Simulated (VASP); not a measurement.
# Pd3PbC (Pm-3m) in VASP: settings compared

Aim: see how the results for Pd3PbC move with the level of theory and the settings. Levels: revPBE+D3(BJ), PBE. Tasks: relaxation of cell and atoms.

Program: VASP 6.6.1. These are calculated values, not measurements. Logs are shortened: lines on timing, memory, paths and dates and some standing lists are left out, and cuts for length are marked.

## (1) The cell of the first run

The structure is cubic, space group Pm-3m (No. 221). The conventional cell has a = 4.299 Å, b = 4.299 Å, c = 4.299 Å, α = 90.00°, β = 90.00°, γ = 90.00°. Within 2.8 Å of Pd (site symmetry 4/mmm) lie 2 C at 2.15 Å. Pb (site symmetry m-3m) has 12 Pd at 3.04 Å and 8 C at 3.72 Å within 4.0 Å. C (site symmetry m-3m) has 6 Pd at 2.15 Å within 2.8 Å.

## (2) Relaxation of cell and atoms, revPBE+D3(BJ)

The input, INCAR:

```
SYSTEM = Pd3PbC
PREC = Accurate
ENCUT = 600
EDIFF = 1E-7
ISMEAR = 1
SIGMA = 0.1
LREAL = .False.
LASPH = .True.
NELM = 60
ALGO = Normal
ISIF = 3
LWAVE = .False.
LCHARG = .False.
GGA = RE
IVDW = 12
IBRION = 2
NSW = 80
EDIFFG = -0.03
```

The input, KPOINTS:

```
regular mesh
0
Gamma
  6 6 6
  0 0 0
```

The input, POSCAR:

```
Pd3PbC
1.0
    4.2989450000      0.0000000000      0.0000000000
    0.0000000000      4.2989450000      0.0000000000
    0.0000000000      0.0000000000      4.2989450000
Pd Pb C
3 1 1
Direct
    0.0000000000      0.5000000000      0.5000000000
    0.5000000000      0.5000000000      0.0000000000
    0.5000000000      0.0000000000      0.5000000000
    0.0000000000      0.0000000000      0.0000000000
    0.5000000000      0.5000000000      0.5000000000
```

Potentials or basis: VASP PAW PBE potentials, release 64 (Pd, Pb_d, C).

Run with:

```
> cat potpaw_PBE.64/Pd/POTCAR potpaw_PBE.64/Pb_d/POTCAR potpaw_PBE.64/C/POTCAR > POTCAR
> mpirun -np 1 vasp_std > vasp.out
```

OUTCAR:

```text
SYSTEM = Pd3PbC
   PREC = Accurate
   ENCUT = 600
   EDIFF = 1E-7
   ISMEAR = 1
   LREAL = .False.
   LASPH = .True.
   NELM = 60
   ISIF = 3
   GGA = RE
   IVDW = 12
   IBRION = 2
   NSW = 80
   EDIFFG = -0.03
 IVDW          = 12

 ion  position               nearest neighbor table
   1  0.000  0.500  0.500-   5 2.15   5 2.15   4 3.04   2 3.04   2 3.04   4 3.04   3 3.04   4 3.04
                             4 3.04   2 3.04   3 3.04   3 3.04   2 3.04   3 3.04
   2  0.500  0.500  0.000-   5 2.15   5 2.15   4 3.04   1 3.04   1 3.04   3 3.04   3 3.04   3 3.04
                             4 3.04   3 3.04   1 3.04   4 3.04   1 3.04   4 3.04
   3  0.500  0.000  0.500-   5 2.15   5 2.15   4 3.04   1 3.04   2 3.04   4 3.04   1 3.04   2 3.04
                             2 3.04   2 3.04   1 3.04   4 3.04   4 3.04   1 3.04
   4  0.000  0.000  0.000-   1 3.04   2 3.04   3 3.04   1 3.04   3 3.04   1 3.04   2 3.04   1 3.04
                             2 3.04   3 3.04   3 3.04   2 3.04
   5  0.500  0.500  0.500-   1 2.15   2 2.15   3 2.15   2 2.15   3 2.15   1 2.15

  LATTYP: Found a simple cubic cell.
 ALAT       =     4.2989450000

  Lattice vectors:

 A1 = (   4.2989450000,   0.0000000000,   0.0000000000)
 A2 = (   0.0000000000,   4.2989450000,   0.0000000000)
 A3 = (   0.0000000000,   0.0000000000,   4.2989450000)

Analysis of symmetry for initial positions (statically):
=====================================================================
 Subroutine PRICEL returns:
 Original cell was already a primitive cell.

 Routine SETGRP: Setting up the symmetry group for a
 simple cubic supercell.

 Subroutine GETGRP returns: Found 48 space group operations
 (whereof 48 operations were pure point group operations)
 out of a pool of 48 trial point group operations.

The static configuration has the point symmetry O_h .

Analysis of symmetry for dynamics (positions and initial velocities):
=====================================================================
 Subroutine PRICEL returns:
 Original cell was already a primitive cell.

 Routine SETGRP: Setting up the symmetry group for a
 simple cubic supercell.

 Subroutine GETGRP returns: Found 48 space group operations
 (whereof 48 operations were pure point group operations)
 out of a pool of 48 trial point group operations.

The dynamic configuration has the point symmetry O_h .

 Subroutine INISYM returns: Found 48 space group operations
 (whereof 48 operations are pure point group operations),
 and found     1 'primitive' translations

----------------------------------------------------------------------------------------

                                     Primitive cell

  volume of cell :      79.4485

  direct lattice vectors                    reciprocal lattice vectors
     4.298945000  0.000000000  0.000000000     0.232615211  0.000000000  0.000000000
     0.000000000  4.298945000  0.000000000     0.000000000  0.232615211  0.000000000
     0.000000000  0.000000000  4.298945000     0.000000000  0.000000000  0.232615211

  length of vectors
     4.298945000  4.298945000  4.298945000     0.232615211  0.232615211  0.232615211

  position of ions in fractional coordinates (direct lattice)
     0.000000000  0.500000000  0.500000000
     0.500000000  0.500000000  0.000000000
     0.500000000  0.000000000  0.500000000
     0.000000000  0.000000000  0.000000000
     0.500000000  0.500000000  0.500000000

  ion indices of the primitive-cell ions
   primitive index   ion index
                 1           1
                 2           2
                 3           3
                 4           4
                 5           5

----------------------------------------------------------------------------------------

 KPOINTS: regular mesh

Automatic generation of k-mesh.
 Grid dimensions read from file:
 generate k-points for:    6    6    6

 Generating k-lattice:

  Cartesian coordinates                     Fractional coordinates (reciprocal lattice)
     0.038769202  0.000000000  0.000000000     0.166666667  0.000000000  0.000000000
     0.000000000  0.038769202  0.000000000     0.000000000  0.166666667  0.000000000
     0.000000000  0.000000000  0.038769202     0.000000000  0.000000000  0.166666667

  Length of vectors
     0.038769202  0.038769202  0.038769202

  Shift w.r.t. Gamma in fractional coordinates (k-lattice)
     0.000000000  0.000000000  0.000000000

 Subroutine IBZKPT returns following result:
 ===========================================

 Found     20 irreducible k-points:

 Following reciprocal coordinates:
            Coordinates               Weight
  0.000000  0.000000  0.000000      1.000000
  0.166667  0.000000  0.000000      6.000000
  0.333333  0.000000  0.000000      6.000000
  0.500000  0.000000  0.000000      3.000000
  0.166667  0.166667  0.000000     12.000000
  0.333333  0.166667  0.000000     24.000000
[... 12 lines left out ...]
  0.500000  0.500000  0.333333      6.000000
  0.500000  0.500000  0.500000      1.000000
   k-points           NKPTS =     20   k-points in BZ     NKDIM =     20   number of bands    NBANDS=     28
   number of dos      NEDOS =    301   number of ions     NIONS =      5
   total plane-waves  NPLWV =  46656
   dimension x,y,z NGX =    36 NGY =   36 NGZ =   36
   dimension x,y,z NGXF=    72 NGYF=   72 NGZF=   72
   ions per type =               3   1   1
   NGX,Y,Z   is equivalent  to a cutoff of  13.92, 13.92, 13.92 a.u.
   NGXF,Y,Z  is equivalent  to a cutoff of  27.84, 27.84, 27.84 a.u.
 SYSTEM =  Pd3PbC
   PREC   = accura    normal or accurate (medium, high low for compatibility)
   ISTART =      0    job   : 0-new  1-cont  2-samecut
   ICHARG =      2    charge: 1-file 2-atom 10-const
   ISPIN  =      1    spin polarized calculation?
   LNONCOLLINEAR =      F non collinear calculations
   LSORBIT =      F    spin-orbit coupling
   LASPH  =      T    aspherical Exc in radial PAW
   ENCUT  =  600.0 eV  44.10 Ry    6.64 a.u.   8.59  8.59  8.59*2*pi/ulx,y,z
   NELM   =     60;   NELMIN=  2; NELMDL= -5     # of ELM steps
   EDIFF  = 0.1E-06   stopping-criterion for ELM
   LREAL  =      F    real-space projection
   EDIFFG = -.3E-01   stopping-criterion for IOM
   NSW    =     80    number of steps for IOM
   IBRION =      2    ionic relax: 0-MD 1-quasi-New 2-CG
   NFREE  =      1    steps in history (QN), initial steepest desc. (CG)
   ISIF   =      3    stress and relaxation
   ISYM   =      2    0-nonsym 1-usesym 2-fastsym
   POTIM  = 0.5000    time-step for ionic-motion
   TEBEG  =    0.0;   TEEND  =   0.0 temperature during run
   PSTRESS=    0.0 pullay stress
   NELECT =      48.0000    total number of electrons
   NUPDOWN=      -1.0000    fix difference up-down
   EMIN   =  10.00;   EMAX   =-10.00  energy-range for DOS
   EFERMI =   0.00;   METHOD = LEGACY
   ISMEAR =     1;   SIGMA  =   0.10  broadening in eV -4-tet -1-fermi 0-gaus
   EFERMI_NEDOS =   21; number of points for ismear=-14 and -15
   IALGO  =     38    algorithm
   IMIX   =      4    mixing-type and parameters
     AMIX     =   0.40;   BMIX     =  1.00
     AMIX_MAG =   1.60;   BMIX_MAG =  1.00
  volume/ion in A,a.u.               =      15.89       107.23
  Fermi-wavevector in a.u.,A,eV,Ry     =   1.383970  2.615324 26.060233  1.915373
  Thomas-Fermi vector in A             =   2.508518
   LORBIT       =      0    0 simple, 1 ext, 2 COOP (PROOUT), +10 PAW based schemes
   GGA     = RE    functional components
   LHFCALC =     F    Hartree Fock is set to
   AEXX    =    0.0000 exact exchange contribution
   IVDW    =    12    specifies the selected vdW correction
   LEPSILON=     F    determine dielectric tensor
   LRPA    =     F    only Hartree local field effects (RPA)
 conjugate gradient relaxation of ions
 non-spin polarized calculation
 Methfessel and Paxton  Order N= 1 SIGMA  =   0.10
  energy-cutoff  :      600.00
  volume of cell :       79.45
 maximum number of plane-waves:      2680
 NGX is ok and might be reduce to    36
   NGX = 17   NGY = 17   NGZ = 17

--------------------------------------- Ionic step        1  -------------------------------------------

 number of electron      47.9999994 magnetization

 Free energy of the ion-electron system (eV)
  ---------------------------------------------------
  ext. energy  EPLUGINS =         0.00000000
  ---------------------------------------------------
  free energy    TOTEN  =       -25.32601269 eV

  energy without entropy =      -25.32464749  energy(sigma->0) =      -25.32555762

 E-fermi :   9.0454     XC(G=0): -12.1237

 val. band max:        9.0298289897   @ k =   0.3333   0.1667   0.0000
 cond. band min:       9.1034274804   @ k =   0.5000   0.1667   0.1667
 fundamental gap:      0.0735984907
 Fermi energy:         9.0453934214

 k-point     1 :       0.0000    0.0000    0.0000
  band No.  band energies     occupation
      1      -7.5510      2.00000
      2      -7.5510      2.00000
      3      -7.5287      2.00000
      4      -7.5287      2.00000
      5      -7.5287      2.00000
      6      -3.5500      2.00000
[... 20 lines left out ...]
     27      10.7630     -0.00000
[... 657 lines left out ...]
 POSITION                                       TOTAL-FORCE (eV/Angst)
 -----------------------------------------------------------------------------------
     -0.00000      2.06351      2.06351        -0.000000      0.000000      0.000000
      2.06351      2.06351      0.00000         0.000000      0.000000      0.000000
      2.06351     -0.00000      2.06351         0.000000      0.000000      0.000000
      0.00000      0.00000      0.00000         0.000000      0.000000      0.000000
      2.06351      2.06351      2.06351         0.000000      0.000000      0.000000
 -----------------------------------------------------------------------------------
    total drift:                                0.000000      0.000000      0.000000

  FREE ENERGIE OF THE ION-ELECTRON SYSTEM (eV)
  ---------------------------------------------------
  free  energy   TOTEN  =       -29.9438629021 eV

  energy  without entropy=      -29.9395136341  energy(sigma->0) =      -29.94241315

--------------------------------------- Ionic step        3  -------------------------------------------

 number of electron      48.0000005 magnetization

 Free energy of the ion-electron system (eV)
  ---------------------------------------------------
  ext. energy  EPLUGINS =         0.00000000
  ---------------------------------------------------
  free energy    TOTEN  =       -25.16422205 eV

  energy without entropy =      -25.16269308  energy(sigma->0) =      -25.16371239

 E-fermi :  10.0212     XC(G=0): -12.4644

 val. band max:       10.0101674377   @ k =   0.3333   0.1667   0.0000
 cond. band min:      10.0323574427   @ k =   0.5000   0.0000   0.0000
 fundamental gap:      0.0221900050
 Fermi energy:        10.0211871726

 k-point     1 :       0.0000    0.0000    0.0000
  band No.  band energies     occupation
      1      -6.7519      2.00000
      2      -6.7519      2.00000
      3      -6.7239      2.00000
      4      -6.7239      2.00000
      5      -6.7239      2.00000
      6      -3.1667      2.00000
[... 20 lines left out ...]
     27      11.6271     -0.00000
[... 614 lines left out ...]
 POSITION                                       TOTAL-FORCE (eV/Angst)
 -----------------------------------------------------------------------------------
     -0.00000      2.10810      2.10810        -0.000000      0.000000      0.000000
      2.10810      2.10810      0.00000         0.000000      0.000000      0.000000
      2.10810     -0.00000      2.10810         0.000000      0.000000      0.000000
      0.00000      0.00000      0.00000         0.000000      0.000000      0.000000
      2.10810      2.10810      2.10810         0.000000      0.000000      0.000000
 -----------------------------------------------------------------------------------
    total drift:                                0.000000      0.000000      0.000000

  FREE ENERGIE OF THE ION-ELECTRON SYSTEM (eV)
  ---------------------------------------------------
  free  energy   TOTEN  =       -30.1096507996 eV

  energy  without entropy=      -30.1081218286  energy(sigma->0) =      -30.10914114

 reached required accuracy - stopping structural energy minimisation
```

Run time: 56 s. Hardware: 1 thread of Intel Xeon 6975P-C (Granite Rapids), shared host; peak memory 0.26 GiB.

What came out:

* Free energy: -30.1097 eV
* Relaxed volume: 14.99 Å³/atom
* Relaxed cell: a = 4.216 Å, b = 4.216 Å, c = 4.216 Å, α = 90.00°, β = 90.00°, γ = 90.00°
* Space group after relaxing (to 0.1 Å): Pm-3m (No. 221)
* Energy gained by relaxing: 25.3 meV/atom
* Ionic steps: 3
* Pressure after relaxing: -0.1 GPa
* Band gap on the k mesh: zero (bands 24 and 25 overlap by 1.03 eV)
* Dispersion energy per atom: -0.989 eV

Step by step:
```
step  energy change (eV)  largest force (eV/Å)  pressure (GPa)  volume (Å³)
   1              0.0000                0.0000           -8.36        79.45
   2              0.0393                0.0000           12.31        70.29
   3             -0.1265                0.0000           -0.09        74.95
```

Final structure:
```
CELL_PARAMETERS angstrom
4.21620 0.00000 0.00000
0.00000 4.21620 0.00000
0.00000 0.00000 4.21620
ATOMIC_POSITIONS crystal
Pd 0.00000 0.50000 0.50000
Pd 0.50000 0.50000 0.00000
Pd 0.50000 0.00000 0.50000
Pb 0.00000 0.00000 0.00000
C 0.50000 0.50000 0.50000
```

Levels at points of the mesh, in eV from the Fermi level:
```
           k point  band 22  band 23  band 24  band 25  band 26  band 27
(0.00, 0.00, 0.00)    -1.18    -1.18    -1.17     0.47     1.61     1.61
(0.50, 0.00, 0.00)    -1.18     0.01     0.01     0.46     2.38     3.31
(0.50, 0.50, 0.00)    -1.79    -0.54    -0.54     1.13     3.84     4.35
(0.50, 0.50, 0.50)    -1.30    -1.30    -1.30    -0.95     1.59     1.59
```

Caveat: the PAW data sets were made with another functional, which shifts forces and pressure a little; spin-orbit coupling is left out, which moves the levels of the heavy elements.

## (3) Relaxation of cell and atoms, PBE

The input, INCAR:

```
SYSTEM = Pd3PbC
ALGO = Normal
EDIFF = 1E-7
EDIFFG = -0.03
ENCUT = 600
GGA = PE
IBRION = 2
ISIF = 3
ISMEAR = 1
LASPH = .TRUE.
LCHARG = .FALSE.
LREAL = .FALSE.
LWAVE = .FALSE.
NELM = 60
NSW = 80
PREC = Accurate
SIGMA = 0.1
```

The input, KPOINTS:

```
k-points
0
G
  6 6 6
  0 0 0
```

POSCAR is that of step 2.

Potentials or basis: VASP PAW PBE potentials, release 64 (Pd, Pb_d, C).

Run with:

```
> cat potpaw_PBE.64/Pd/POTCAR potpaw_PBE.64/Pb_d/POTCAR potpaw_PBE.64/C/POTCAR > POTCAR
> mpirun -np 1 vasp_std > vasp.out
```

Wall time 53 s (1 thread of Intel Xeon 6975P-C (Granite Rapids), shared host); peak memory 0.24 GiB.

It converged, with:

* Free energy: -27.4573 eV
* Relaxed volume: 15.74 Å³/atom
* Relaxed cell: a = 4.286 Å, b = 4.286 Å, c = 4.286 Å, α = 90.00°, β = 90.00°, γ = 90.00°
* Space group after relaxing (to 0.1 Å): Pm-3m (No. 221)
* Energy gained by relaxing: 0.6 meV/atom
* Ionic steps: 3
* Pressure after relaxing: 0.0 GPa
* Band gap on the k mesh: zero (bands 24 and 25 overlap by 1.05 eV)

The path:
| step | energy change (eV) | largest force (eV/Å) | pressure (GPa) | volume (Å³) |
| --- | --- | --- | --- | --- |
| 1 | 0.0000 | 0.0000 | -1.27 | 79.45 |
| 2 | 0.0000 | 0.0000 | 1.35 | 78.01 |
| 3 | -0.0029 | 0.0000 | 0.02 | 78.72 |

Final structure:
```
CELL_PARAMETERS angstrom
4.28579 0.00000 0.00000
0.00000 4.28579 0.00000
0.00000 0.00000 4.28579
ATOMIC_POSITIONS crystal
Pd 0.00000 0.50000 0.50000
Pd 0.50000 0.50000 0.00000
Pd 0.50000 0.00000 0.50000
Pb 0.00000 0.00000 0.00000
C 0.50000 0.50000 0.50000
```

Levels at points of the mesh, in eV from the Fermi level:
| k point | band 20 | band 21 | band 22 | band 23 | band 24 | band 25 | band 26 | band 27 | band 28 |
| --- | --- | --- | --- | --- | --- | --- | --- | --- | --- |
| (0.00, 0.00, 0.00) | -2.14 | -1.05 | -1.05 | -1.05 | -1.03 | 0.32 | 1.69 | 1.69 | 1.69 |
| (0.50, 0.00, 0.00) | -2.26 | -1.73 | -1.05 | 0.09 | 0.09 | 0.39 | 2.23 | 3.26 | 3.26 |
| (0.50, 0.50, 0.00) | -2.01 | -1.88 | -1.64 | -0.45 | -0.45 | 1.14 | 3.71 | 4.21 | 4.21 |
| (0.50, 0.50, 0.50) | -1.84 | -1.84 | -1.16 | -1.16 | -1.16 | -0.96 | 1.54 | 1.54 | 1.54 |

Caveat: spin-orbit coupling is left out, which moves the levels of the heavy elements.
